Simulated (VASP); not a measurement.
Crystal: Zr.

```
Zr
1.0
     0.00000    2.26462    2.26462
     2.26462    0.00000    2.26462
     2.26462    2.26462    0.00000
Zr
1
Direct
  0.00000 0.00000 0.00000
```

* Program: VASP 6.6.1
* Task: relaxation of cell and atoms
* Functional: PBEsol
* Potentials or basis: VASP PAW PBE potentials, release 64 (Zr_sv)
* Cutoff: 600 eV
* k mesh: 6 × 6 × 6
* Occupations: gaussian, width 0.1 eV
* Spin: no spin polarisation

At the start: pressure -3.9 GPa; volume 23.23 Å³/atom.

Q: How do energy, volume and symmetry change on relaxing?

A: Over 3 steps the energy falls by 13.8 meV/atom and the volume is 22.14 Å³/atom (-4.7 %); space group Fm-3m (No. 225, to 0.05 Å).

The path:
```
step  energy change (eV)  largest force (eV/Å)  pressure (GPa)  volume (Å³)
   1              0.0000                0.0000           -3.92        23.23
   2             -0.0061                0.0000            3.29        21.37
   3             -0.0138                0.0000           -0.01        22.14
```

Final structure:
```
Zr
1.0
     0.00000    2.22873    2.22873
     2.22873    0.00000    2.22873
     2.22873    2.22873    0.00000
Zr
1
Direct
  0.00000 0.00000 0.00000
```

Caveat: the k points lie up to 0.41 Å⁻¹ apart in the final cell; the PAW data sets were made with another functional, which shifts forces and pressure a little.
